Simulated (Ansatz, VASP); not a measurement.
## Two plane-wave programs on C

INCAR

```
PREC     = Accurate       # precision mode
ENCUT    = 600            # plane-wave cutoff, eV
EDIFF    = 1E-6           # SCF threshold, eV
ISMEAR   = 0              # smearing method
SIGMA    = 0.1            # smearing width, eV
LREAL    = F              # projectors in reciprocal space
LASPH    = T              # aspherical terms in the spheres
NELM     = 100            # most SCF steps
ALGO     = Normal         # electronic algorithm
ISIF     = 3              # what is computed and relaxed
LWAVE    = F              # write WAVECAR
LCHARG   = F              # write CHGCAR
GGA      = PE             # functional
IBRION   = 2              # ionic algorithm
NSW      = 90             # ionic steps
EDIFFG   = -0.04          # ionic threshold
```

The input KPOINTS:

```
regular mesh
0
Gamma
  6 6 4
```

File POSCAR:

```
C
1.0
    2.3419446424     -1.5478462523      0.0000000000
    2.3419446424      1.5478462523      0.0000000000
    0.0000000000      0.0000000000      6.3140506141
C
4
Direct
    0.8500000000      0.1500000000      0.1170000000
    0.6500000000      0.3500000000      0.6170000000
    0.1500000000      0.8500000000      0.8830000000
    0.3500000000      0.6500000000      0.3830000000
```

Input for Ansatz:

```yaml
crystal:
  lattice:
    - [2.3419446424, -1.5478462523, 0.0]
    - [2.3419446424, 1.5478462523, 0.0]
    - [0.0, 0.0, 6.3140506141]
  atoms:
    - { symbol: C, position: [0.85, 0.15, 0.117] }
    - { symbol: C, position: [0.65, 0.35, 0.617] }
    - { symbol: C, position: [0.15, 0.85, 0.883] }
    - { symbol: C, position: [0.35, 0.65, 0.383] }
basis:
  ecutwfc: 420
kpoints:
  mp_grid: { grid: [6, 6, 4] }
hamiltonian:
  xc: pbe
scf:
  occupations: { method: gaussian, width: 0.1 }
  lower_state_search: "off"
output:
  forces: true
  stress: true
  eigenvalues: true
relax:
  adjacent_minimum: "off"
  f_tol: 0.04
  max_steps: 70
  cell: { stress_tol: 0.4 }
```

Alike in both runs: task relaxation of cell and atoms; functional PBE; k mesh 6 × 6 × 4; occupations gaussian, width 0.1 eV; no spin polarisation.

```csv
,VASP,Ansatz
version,VASP 6.6.1,Ansatz 0.2.0
potentials or method,"VASP PAW PBE potentials, release 64 (C), cutoff 600 eV","scalar-relativistic, plane waves, PAW"
valence electrons in the cell,16,16
```

```csv
,VASP,Ansatz,Ansatz less VASP
"gap on the k mesh at the Fermi level, each at its own relaxed structure (eV)",0.27,0.11,-0.158
relaxed volume (Å³/atom),8.59,9.94,+1.350
relaxed cell length with the largest relative difference (Å),3.485,3.966,+0.4810
```

One of these differences is far larger than is usual between the two programs; its cause wasn't traced.

Noted on VASP's run: the volume moved by over 15 % at a fixed basis, so the end points are rough.
